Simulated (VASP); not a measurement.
Wanted: the native input for a VASP 6.6.1 run.

| Property | Result |
| --- | --- |
| Task | relaxation of cell and atoms |
| Functional | PBE |
| Potentials or basis | VASP PAW PBE potentials, release 64 (Si, O) |
| Cutoff | 600 eV |
| k mesh | 6 × 6 × 4 |
| Occupations | gaussian, width 0.1 eV |
| Spin | no spin polarisation |
| Dipole correction | no |
| Further INCAR settings | ALGO = Normal; EDIFF = 1e-07; IBRION = 2; EDIFFG = -0.04; NSW = 90; ISIF = 3 |

The structure of Si3O2 lies in POSCAR:

```
Si3O2
1.0
    3.3778602330      0.0000000000      0.0000000000
    0.0000000000      3.3778602330      0.0000000000
    0.0000000000      0.0000000000      5.4550730300
Si O
3 2
Direct
    0.5000000000      0.5000000000      0.3334944139
    0.5000000000      0.5000000000      0.8992530975
    0.0000000000      0.0000000000      0.7176644447
    0.5000000000      0.0000000000      0.4361115719
    0.0000000000      0.5000000000      0.4361115719
```

The input as run:

INCAR

```
  PREC = Accurate
  ENCUT = 600
  EDIFF = 1E-7
  ISMEAR = 0
  SIGMA = 0.1
  LREAL = F
  LASPH = T
  NELM = 60
  ALGO = Normal
  ISIF = 3
  LWAVE = F
  LCHARG = F
  GGA = PE
  IBRION = 2
  NSW = 90
  EDIFFG = -0.04
```

KPOINTS

```
regular mesh
0
Gamma
  6 6 4
```

Potentials or basis: VASP PAW PBE potentials, release 64 (Si, O).

Run with:

```sh
$ cat potpaw_PBE.64/Si/POTCAR potpaw_PBE.64/O/POTCAR > POTCAR
$ mpirun -np 1 vasp_std > vasp.out
```

Results of the run:

```yaml
Relaxed_volume: 12.48 Å³/atom
Relaxed_cell: a = 3.368 Å, b = 3.368 Å, c = 5.500 Å, α = 90.00°, β = 90.00°, γ = 90.00°
Space_group_after_relaxing_to_0.05_Å: P4mm (No. 99)
Energy_gained_by_relaxing: 1.4 meV/atom
Ionic_steps: 6
Pressure_after_relaxing: -0.1 GPa
Largest_force_after_relaxing: 0.018 eV/Å
Band_gap_on_the_k_mesh: zero (band 12 reaches 9.39 eV, above the bottom of band 13 at 6.01 eV)
```

It took 49 s on 1 thread of Intel(R) Xeon(R) 6975P-C (Granite Rapids), with other jobs on the host, peak memory 0.2 GiB.
